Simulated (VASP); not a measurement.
# MnAs (P6_3/mmc) in VASP: notebook

Aim: see how the results for MnAs move with the level of theory and the settings. Levels: PBEsol, PBE. Tasks: single point.

Everything below comes from runs of VASP 6.6.1. Logs are shortened: lines on timing, memory, paths and dates and some standing lists are left out, and cuts for length are marked.

**1. The cell of the first run**

Symmetry: P6_3/mmc, No. 194, hexagonal system. Conventional cell: a = 3.568 Å, b = 3.568 Å, c = 5.344 Å, α = 90.00°, β = 90.00°, γ = 120.00°. Within 3.2 Å of As (site symmetry -6m2) lie 6 Mn at 2.46 Å. Mn (site symmetry -3m) has 6 As at 2.46 Å and 2 Mn at 2.67 Å within 3.2 Å.

**2. Single point, PBEsol, collinear spin, ferromagnetic start**

Contents of INCAR:

```
PREC = Accurate ; ENCUT = 520
EDIFF = 1E-6 ; ISMEAR = -1
SIGMA = 0.05 ; LREAL = F
LASPH = T ; NELM = 150
ALGO = Normal ; ISIF = 2
LWAVE = F ; LCHARG = T
ISPIN = 2 ; MAGMOM = 0 0 4 4
LORBIT = 11 ; LMAXMIX = 4
GGA = PS ; LELF = T
LVHAR = T ; NBANDS = 30
```

Contents of KPOINTS:

```
Automatic mesh
0
Gamma
  8 8 5
```

Contents of POSCAR:

```
MnAs
1.0
    3.5676514758      0.0000000000      0.0000000000
   -1.7838257379      3.0896768099      0.0000000000
    0.0000000000      0.0000000000      5.3438602364
As Mn
2 2
Direct
    0.6666666667      0.3333333333      0.7500000000
    0.3333333333      0.6666666667      0.2500000000
    0.0000000000      0.0000000000      0.5000000000
    0.0000000000      0.0000000000      0.0000000000
```

Potentials or basis: VASP PAW PBE potentials, release 64 (As, Mn_pv).

On the command line:

```bash
cat potpaw_PBE.64/As/POTCAR potpaw_PBE.64/Mn_pv/POTCAR > POTCAR
mpirun -np 1 vasp_std > vasp.out
```

OUTCAR:

```text
PREC = Accurate
   ENCUT = 520
   EDIFF = 1E-6
   ISMEAR = -1
   LREAL = F
   LASPH = T
   NELM = 150
   ISIF = 2
   ISPIN = 2
   LORBIT = 11
   GGA = PS

 ion  position               nearest neighbor table
   1  0.667  0.333  0.750-   3 2.46   4 2.46   3 2.46   4 2.46   3 2.46   4 2.46
   2  0.333  0.667  0.250-   3 2.46   4 2.46   3 2.46   4 2.46   3 2.46   4 2.46
   3  0.000  0.000  0.500-   1 2.46   2 2.46   1 2.46   2 2.46   1 2.46   2 2.46   4 2.67   4 2.67

   4  0.000  0.000  0.000-   1 2.46   2 2.46   1 2.46   2 2.46   1 2.46   2 2.46   3 2.67   3 2.67

  LATTYP: Found a hexagonal cell.
 ALAT       =     3.5676514758
 C/A-ratio  =     1.4978649884

  Lattice vectors:

 A1 = (   3.5676514758,   0.0000000000,   0.0000000000)
 A2 = (  -1.7838257379,   3.0896768099,   0.0000000000)
 A3 = (   0.0000000000,   0.0000000000,   5.3438602364)

Analysis of symmetry for initial positions (statically):
=====================================================================
 Subroutine PRICEL returns:
 Original cell was already a primitive cell.

 Routine SETGRP: Setting up the symmetry group for a
 hexagonal supercell.

 Subroutine GETGRP returns: Found 24 space group operations
 (whereof 12 operations were pure point group operations)
 out of a pool of 24 trial point group operations.

The static configuration has the point symmetry D_3d.
 The point group associated with its full space group is D_6h.

Analysis of symmetry for dynamics (positions and initial velocities):
=====================================================================
 Subroutine PRICEL returns:
 Original cell was already a primitive cell.

 Routine SETGRP: Setting up the symmetry group for a
 hexagonal supercell.

 Subroutine GETGRP returns: Found 24 space group operations
 (whereof 12 operations were pure point group operations)
 out of a pool of 24 trial point group operations.

The dynamic configuration has the point symmetry D_3d.
 The point group associated with its full space group is D_6h.

Analysis of structural, dynamic, and magnetic symmetry:
=====================================================================
 Subroutine PRICEL returns:
 Original cell was already a primitive cell.

 Routine SETGRP: Setting up the symmetry group for a
 hexagonal supercell.

 Subroutine GETGRP returns: Found 24 space group operations
 (whereof 12 operations were pure point group operations)
 out of a pool of 24 trial point group operations.

The overall configuration has the point symmetry D_3d.
 The point group associated with its full space group is D_6h.

 Subroutine INISYM returns: Found 24 space group operations
 (whereof 12 operations are pure point group operations),
 and found     1 'primitive' translations

----------------------------------------------------------------------------------------

                                     Primitive cell

  volume of cell :      58.9048

  direct lattice vectors                    reciprocal lattice vectors
     3.567651476  0.000000000  0.000000000     0.280296438  0.161829224  0.000000000
    -1.783825738  3.089676810  0.000000000     0.000000000  0.323658448  0.000000000
     0.000000000  0.000000000  5.343860236     0.000000000  0.000000000  0.187130643

  length of vectors
     3.567651476  3.567651476  5.343860236     0.323658448  0.323658448  0.187130643

  position of ions in fractional coordinates (direct lattice)
     0.666666667  0.333333333  0.750000000
     0.333333333  0.666666667  0.250000000
     0.000000000  0.000000000  0.500000000
     0.000000000  0.000000000  0.000000000

  ion indices of the primitive-cell ions
   primitive index   ion index
                 1           1
                 2           2
                 3           3
                 4           4

----------------------------------------------------------------------------------------

 KPOINTS: Automatic mesh

Automatic generation of k-mesh.
 Grid dimensions read from file:
 generate k-points for:    8    8    5

 Generating k-lattice:

[... 56 lines left out ...]
      2     -41.1385      1.00000
      3     -41.1220      1.00000
      4     -41.1174      1.00000
      5     -41.0231      1.00000
      6     -40.8265      1.00000
[... 682 lines left out ...]
     29      17.6390      0.00000
     30      18.4197      0.00000

 k-point    24 :       0.3750    0.0000    0.4000
  band No.  band energies     occupation
      1     -41.1410      1.00000
      2     -41.1340      1.00000
      3     -41.1324      1.00000
      4     -41.1257      1.00000
      5     -40.9547      1.00000
      6     -40.8942      1.00000
[... 22 lines left out ...]
     29      18.2110      0.00000
     30      20.2654      0.00000

 [... further k-points ...]

 spin component 2

 k-point     1 :       0.0000    0.0000    0.0000
  band No.  band energies     occupation
      1     -38.6174      1.00000
      2     -38.5016      1.00000
      3     -38.5016      1.00000
      4     -38.4781      1.00000
      5     -38.4781      1.00000
      6     -38.3970      1.00000
[... 22 lines left out ...]
     29      19.7771      0.00000
     30      20.0047      0.00000

 k-point     2 :       0.1250    0.0000    0.0000
  band No.  band energies     occupation
      1     -38.6169      1.00000
      2     -38.5042      1.00000
      3     -38.5023      1.00000
      4     -38.4802      1.00000
      5     -38.4785      1.00000
      6     -38.3968      1.00000
[... 22 lines left out ...]
     29      17.8376      0.00000
     30      18.1601      0.00000

 k-point     3 :       0.2500    0.0000    0.0000
  band No.  band energies     occupation
      1     -38.6155      1.00000
      2     -38.5103      1.00000
      3     -38.5039      1.00000
      4     -38.4851      1.00000
      5     -38.4796      1.00000
      6     -38.3962      1.00000
[... 682 lines left out ...]
     29      18.1341      0.00000
     30      18.8405      0.00000

 k-point    24 :       0.3750    0.0000    0.4000
  band No.  band energies     occupation
      1     -38.5392      1.00000
      2     -38.5074      1.00000
      3     -38.4992      1.00000
      4     -38.4969      1.00000
      5     -38.4892      1.00000
      6     -38.4716      1.00000
[... 22 lines left out ...]
     29      18.6649      0.00000
     30      20.6845      0.00000

 [... further k-points ...]
[... 5 lines left out ...]
  --------------------------------------------------------------------------------------
  -------------------------------------------------------------------------------------
  Total        0.1442073      0.1442073      0.1242813      0.0000000      0.0000000      0.0000000
  in kB        3.9223574      3.9223574      3.3803822      0.0000000      0.0000000      0.0000000
  external PRESSURE =       3.7416990 kB  Pullay stress =       0.0000000 kB

 VOLUME and BASIS-vectors are now :
 -----------------------------------------------------------------------------
  energy-cutoff  :      520.00
  volume of cell :       58.90
      direct lattice vectors                 reciprocal lattice vectors
     3.567651476  0.000000000  0.000000000     0.280296438  0.161829224  0.000000000
    -1.783825738  3.089676810  0.000000000     0.000000000  0.323658448  0.000000000
     0.000000000  0.000000000  5.343860236     0.000000000  0.000000000  0.187130643

 POSITION                                       TOTAL-FORCE (eV/Angst)
 -----------------------------------------------------------------------------------
      1.78383      1.02989      4.00790        -0.000000      0.000000      0.000000
     -0.00000      2.05978      1.33597         0.000000     -0.000000      0.000000
      0.00000      0.00000      2.67193        -0.000000      0.000000      0.000000
      0.00000      0.00000      0.00000         0.000000      0.000000      0.000000
 -----------------------------------------------------------------------------------
    total drift:                               -0.000000      0.000000     -0.000000

  FREE ENERGIE OF THE ION-ELECTRON SYSTEM (eV)
  ---------------------------------------------------
  free  energy   TOTEN  =       -30.5425926662 eV

  energy  without entropy=      -30.5184084945  energy(sigma->0) =      -30.53050058

 total charge

# of ion       s       p       d       tot
------------------------------------------
    1        1.211   1.563   0.080   2.853
    2        1.211   1.563   0.080   2.853
    3        0.313   6.308   5.201  11.821
    4        0.313   6.308   5.201  11.821
--------------------------------------------------
tot          3.047  15.741  10.560  29.349

 magnetization (x)

# of ion       s       p       d       tot
------------------------------------------
    1       -0.004  -0.095   0.006  -0.092
    2       -0.004  -0.095   0.006  -0.092
    3        0.026   0.023   2.416   2.464
    4        0.026   0.023   2.416   2.464
--------------------------------------------------
tot          0.044  -0.144   4.844   4.744
```

Wall time 89 s (1 thread of Intel Xeon Platinum 8259CL at 2.50GHz (Skylake/Cascade Lake), shared host); peak memory 0.24 GiB.

Results:

```yaml
Free_energy: -30.5426 eV
Pressure: 0.4 GPa
Net_moment: 4.83 μB per cell
Site_moments: As -0.09; Mn +2.46 μB
Valence_electrons_inside_the_program's_atomic_spheres: As 2.85; Mn 11.82
```

Levels at points of the mesh, in eV from the Fermi level:
Spin up:
```tsv
k point	band 18	band 19	band 20	band 21	band 22	band 23
(0.00, 0.00, 0.00)	-1.28	0.46	0.77	0.77	2.10	3.74
(0.50, 0.00, 0.00)	-1.75	-1.64	-1.33	-1.10	0.35	1.97
```
Spin down:
```
           k point  band 13  band 14  band 15  band 16  band 17  band 18  band 19  band 20
(0.00, 0.00, 0.00)    -0.73    -0.73    -0.38    -0.38     0.80     0.80     1.08     1.08
(0.50, 0.00, 0.00)    -3.29    -2.27    -2.01     0.41     0.42     0.47     0.54     1.18
```

Caveat: the PAW data sets were made with another functional, which shifts forces and pressure a little; only a ferromagnetic start was run, and an antiferromagnetic order may lie lower in energy.

**3. Single point, PBE**

This run uses another cell than the first one, of 16.96 Å³/atom, 1.152 times its volume.

Contents of INCAR:

```
PREC     = Accurate       # precision mode
ENCUT    = 520            # plane-wave cutoff, eV
EDIFF    = 1E-7           # SCF threshold, eV
ISMEAR   = -1             # smearing method
SIGMA    = 0.05           # smearing width, eV
LREAL    = F              # projectors in reciprocal space
LASPH    = T              # aspherical terms in the spheres
NELM     = 80             # most SCF steps
ALGO     = Normal         # electronic algorithm
ISIF     = 2              # what is computed and relaxed
LWAVE    = F              # write WAVECAR
LCHARG   = F              # write CHGCAR
GGA      = PE             # functional
NBANDS   = 26             # bands
```

KPOINTS is that of step 2.

Contents of POSCAR:

```
MnAs
1.0
    3.7100000000      0.0000000000      0.0000000000
   -1.8550000000      3.2129542480      0.0000000000
    0.0000000000      0.0000000000      5.6910000000
As Mn
2 2
Direct
    0.6666666667      0.3333333333      0.7500000000
    0.3333333333      0.6666666667      0.2500000000
    0.0000000000      0.0000000000      0.5000000000
    0.0000000000      0.0000000000      0.0000000000
```

Potentials or basis: VASP PAW PBE potentials, release 64 (As, Mn_pv).

On the command line:

```bash
cat potpaw_PBE.64/As/POTCAR potpaw_PBE.64/Mn_pv/POTCAR > POTCAR
mpirun -np 1 vasp_std > vasp.out
```

It took 43 s on 1 thread of AMD EPYC 7R43 (Zen 3), shared host; peak memory 0.16 GiB.

It converged, with:

```
Free energy            : -26.6525 eV
Pressure               : -19.1 GPa
Band gap on the k mesh : zero (band 18 reaches 6.43 eV, above the bottom of band 19 at 6.15 eV)
```

Stress tensor (GPa, compression positive):
```
-18.34   0.00   0.00
  0.00 -18.34   0.00
  0.00   0.00 -20.76
```

Levels at points of the mesh, in eV from the Fermi level:
| k point | band 14 | band 15 | band 16 | band 17 | band 18 | band 19 | band 20 | band 21 | band 22 | band 23 |
| --- | --- | --- | --- | --- | --- | --- | --- | --- | --- | --- |
| (0.00, 0.00, 0.00) | -1.02 | -0.72 | -0.72 | 0.12 | 0.12 | 0.90 | 0.90 | 1.33 | 1.74 | 3.92 |
| (0.50, 0.00, 0.00) | -1.90 | -1.67 | -0.23 | -0.19 | -0.17 | -0.16 | 0.17 | 0.30 | 1.11 | 2.52 |

Spin polarisation is off, so any magnetic state and its effect on volume and gap are missing.

**4. Single point, PBE, collinear spin, antiferromagnetic start**

This run uses another cell than the first one, of 16.96 Å³/atom, 1.152 times its volume.

Contents of INCAR:

```
ALGO = Normal
EDIFF = 1E-7
ENCUT = 520
GGA = PE
ISIF = 2
ISMEAR = -1
ISPIN = 2
LASPH = T
LCHARG = F
LMAXMIX = 4
LORBIT = 11
LREAL = F
LWAVE = F
MAGMOM = 0 0 4 -4
NBANDS = 30
NELM = 150
PREC = Accurate
SIGMA = 0.05
```

Contents of KPOINTS:

```
k-points
0
Gamma
  8 8 5
```

POSCAR is that of step 3.

On the command line:

```bash
cat potpaw_PBE.64/As/POTCAR potpaw_PBE.64/Mn_pv/POTCAR > POTCAR
mpirun -np 1 vasp_std > vasp.out
```

Wall time 1.7 min (1 thread of AMD EPYC 7R43 (Zen 3), shared host); peak memory 0.23 GiB.

The run converged. Its results:

```
Free energy                                           : -28.1013 eV
Pressure                                              : -5.4 GPa
Band gap on the k mesh                                : zero (filled and empty bands overlap)
Net moment                                            : 0.00 μB per cell
Site moments                                          : As +0.00; Mn +3.03, -3.03 μB
Valence electrons inside the program's atomic spheres : As 2.78; Mn 11.58
```

Stress tensor (GPa, compression positive):
```
-6.10  0.00  0.00
 0.00 -6.10  0.00
 0.00  0.00 -3.97
```

Levels at points of the mesh, in eV from the Fermi level:
Spin up:
```
           k point  band 15  band 16  band 17  band 18  band 19  band 20  band 21  band 22
(0.00, 0.00, 0.00)    -0.84    -0.84     0.71     0.71     0.72     0.72     1.58     1.58
(0.50, 0.00, 0.00)    -2.00    -1.88    -1.72    -0.60    -0.32     1.06     1.18     1.31
```
Spin down:
```tsv
k point	band 15	band 16	band 17	band 18	band 19	band 20	band 21	band 22
(0.00, 0.00, 0.00)	-0.84	-0.84	0.71	0.71	0.72	0.72	1.58	1.58
(0.50, 0.00, 0.00)	-2.00	-1.88	-1.72	-0.60	-0.32	1.06	1.18	1.31
```

**5. Single point, PBE, collinear spin, ferrimagnetic start**

This run uses another cell than the first one, of 16.96 Å³/atom, 1.152 times its volume.

Contents of INCAR:

```
SYSTEM = MnAs
PREC = Accurate ; ENCUT = 520
EDIFF = 1E-6 ; ISMEAR = -1
SIGMA = 0.05 ; LREAL = .False.
LASPH = .True. ; NELM = 150
ALGO = Normal ; ISIF = 2
LWAVE = .False. ; LCHARG = .True.
ISPIN = 2 ; MAGMOM = 0 0 4 -2
LORBIT = 11 ; LMAXMIX = 4
GGA = PE ; LELF = .True.
LVHAR = .True. ; NBANDS = 30
```

Contents of KPOINTS:

```
Automatic mesh
0
Gamma
  8 8 5
  0 0 0
```

POSCAR is that of step 4.

On the command line:

```bash
cat potpaw_PBE.64/As/POTCAR potpaw_PBE.64/Mn_pv/POTCAR > POTCAR
mpirun -np 1 vasp_std > vasp.out
```

It took 2.9 min on 1 thread of AMD EPYC 7R43 (Zen 3), shared host; peak memory 0.23 GiB.

It converged, with:

```yaml
Free_energy: -28.1013 eV
Pressure: -5.4 GPa
Band_gap_on_the_k_mesh: zero (filled and empty bands overlap)
Net_moment: 0.00 μB per cell
Site_moments: As +0.00; Mn +3.03, -3.03 μB
Valence_electrons_inside_the_program's_atomic_spheres: As 2.78; Mn 11.58
```

Stress tensor (GPa, compression positive):
```
-6.11  0.00  0.00
 0.00 -6.11  0.00
 0.00  0.00 -3.99
```

Levels at points of the mesh, in eV from the Fermi level:
Spin up:
```tsv
k point	band 15	band 16	band 17	band 18	band 19	band 20	band 21	band 22
(0.00, 0.00, 0.00)	-0.84	-0.84	0.71	0.71	0.72	0.72	1.58	1.58
(0.50, 0.00, 0.00)	-2.00	-1.88	-1.72	-0.60	-0.32	1.06	1.18	1.31
```
Spin down:
```csv
k point,band 15,band 16,band 17,band 18,band 19,band 20,band 21,band 22
"(0.00, 0.00, 0.00)",-0.84,-0.84,0.71,0.71,0.72,0.72,1.58,1.58
"(0.50, 0.00, 0.00)",-2.00,-1.88,-1.72,-0.60,-0.32,1.06,1.18,1.31
```

**6. Single point, PBE, collinear spin, ferromagnetic start**

This run uses another cell than the first one, of 16.96 Å³/atom, 1.152 times its volume.

Contents of INCAR:

```
SYSTEM = MnAs
PREC = Accurate
ENCUT = 520
EDIFF = 1E-6
ISMEAR = -1
SIGMA = 0.05
LREAL = .False.
LASPH = .True.
NELM = 150
ALGO = Normal
ISIF = 2
LWAVE = .False.
LCHARG = .True.
ISPIN = 2
MAGMOM = 0 0 -0.48 -1.27
LORBIT = 11
LMAXMIX = 4
GGA = PE
LELF = .True.
LVHAR = .True.
NBANDS = 30
```

Contents of KPOINTS:

```
regular mesh
0
Gamma
  8 8 5
  0 0 0
```

POSCAR is that of step 5.

Potentials or basis: VASP PAW PBE potentials, release 64 (As, Mn_pv).

On the command line:

```bash
cat potpaw_PBE.64/As/POTCAR potpaw_PBE.64/Mn_pv/POTCAR > POTCAR
mpirun -np 1 vasp_std > vasp.out
```

Run time: 3.1 min. Hardware: 1 thread of AMD EPYC 7R43 (Zen 3), shared host; peak memory 0.24 GiB.

The run converged. Its results:

```
Free energy                                           : -28.2288 eV
Pressure                                              : -3.4 GPa
Net moment                                            : -6.27 μB per cell
Site moments                                          : As +0.12; Mn -3.19 μB
Valence electrons inside the program's atomic spheres : As 2.79; Mn 11.57
```

Stress tensor (GPa, compression positive):
```
-2.49  0.00  0.00
 0.00 -2.49  0.00
 0.00  0.00 -5.12
```

Levels at points of the mesh, in eV from the Fermi level:
Spin up:
```tsv
k point	band 11	band 12	band 13	band 14	band 15	band 16	band 17	band 18	band 19	band 20
(0.00, 0.00, 0.00)	-2.84	-1.15	-0.13	-0.13	0.00	0.00	0.51	0.51	1.27	1.27
(0.50, 0.00, 0.00)	-3.29	-3.14	-2.71	-2.04	-1.31	0.64	0.74	0.77	0.83	1.38
```
Spin down:
```
           k point  band 19  band 20  band 21  band 22  band 23  band 24
(0.00, 0.00, 0.00)    -0.49     0.57     0.57     1.49     2.85     2.85
(0.50, 0.00, 0.00)    -2.08    -1.90    -1.64    -0.57     1.05     3.14
```

Caveat: only a ferromagnetic start was run, and an antiferromagnetic order may lie lower in energy.

**7. Overview**

| level | spin | cell | gap on the mesh (eV) | pressure (GPa) | moment (μB) |
| --- | --- | --- | --- | --- | --- |
| PBEsol | collinear, ferromagnetic start | a = 3.568, b = 3.568, c = 5.344 Å, angles 90.0, 90.0, 120.0°, 4 atoms | none | 0.4 | 4.83 |
| PBE | off | a = 3.710, b = 3.710, c = 5.691 Å, angles 90.0, 90.0, 120.0°, 4 atoms | none | -19.1 | - |
| PBE | collinear, antiferromagnetic start | a = 3.710, b = 3.710, c = 5.691 Å, angles 90.0, 90.0, 120.0°, 4 atoms | none | -5.4 | 0.00 |
| PBE | collinear, ferrimagnetic start | a = 3.710, b = 3.710, c = 5.691 Å, angles 90.0, 90.0, 120.0°, 4 atoms | none | -5.4 | 0.00 |
| PBE | collinear, ferromagnetic start | a = 3.710, b = 3.710, c = 5.691 Å, angles 90.0, 90.0, 120.0°, 4 atoms | none | -3.4 | 6.27 |

Alike in all rows: task single point; potentials or basis VASP PAW PBE potentials, release 64 (As, Mn_pv); k mesh 8 × 8 × 5; cutoff (eV) 520; smearing fermi-dirac 0.05 eV.

Caveats: the PAW data sets were made with another functional, which shifts forces and pressure a little (some runs).

Total energies depend on the potentials used, so only differences within one code and one set of settings carry meaning.
